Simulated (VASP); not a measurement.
Here is a VASP 6.6.1 calculation.

File INCAR:

```
SYSTEM = BeCdF4
ALGO     = Normal         ! electronic algorithm
EDIFF    = 1E-6           ! SCF threshold, eV
ENCUT    = 520            ! plane-wave cutoff, eV
GGA      = PE             ! functional
ISIF     = 2              ! what is computed and relaxed
ISMEAR   = 0              ! smearing method
LASPH    = .TRUE.         ! aspherical terms in the spheres
LCHARG   = .FALSE.        ! write CHGCAR
LREAL    = .FALSE.        ! projectors in reciprocal space
LWAVE    = .FALSE.        ! write WAVECAR
NBANDS   = 30             ! bands
NELM     = 80             ! most SCF steps
PREC     = Accurate       ! precision mode
SIGMA    = 0.1            ! smearing width, eV
```

File KPOINTS:

```
k-points
0
G
  12 12 12
  0 0 0
```

The input POSCAR:

```
BeCdF4
1.0
   -2.1163011620      2.1163011620      4.6117751464
    2.1163011620     -2.1163011620      4.6117751464
    2.1163011620      2.1163011620     -4.6117751464
Be Cd F
1 1 4
Direct
    0.0000000000      0.0000000000      0.0000000000
    0.5000000000      0.5000000000      0.0000000000
    0.7500000000      0.2500000000      0.5000000000
    0.0000000000      0.5000000000      0.5000000000
    0.5000000000      0.0000000000      0.5000000000
    0.2500000000      0.7500000000      0.5000000000
```

Potentials or basis: VASP PAW PBE potentials, release 64 (Be, Cd, F).

Command:

```console
$ cat potpaw_PBE.64/Be/POTCAR potpaw_PBE.64/Cd/POTCAR potpaw_PBE.64/F/POTCAR > POTCAR
$ mpirun -np 1 vasp_std > vasp.out
```

Question: What does it give for the band gap on the k mesh?

Answer: Zero (bands 21 and 22 overlap by 0.18 eV).

Question: What does it give for the pressure?

Answer: 0.4 GPa.

Stress tensor (GPa, compression positive):
```
 0.73  0.00  0.00
 0.00  0.73  0.00
 0.00  0.00 -0.22
```

Caveat: semilocal functionals underestimate gaps, and a narrow one can read as zero.
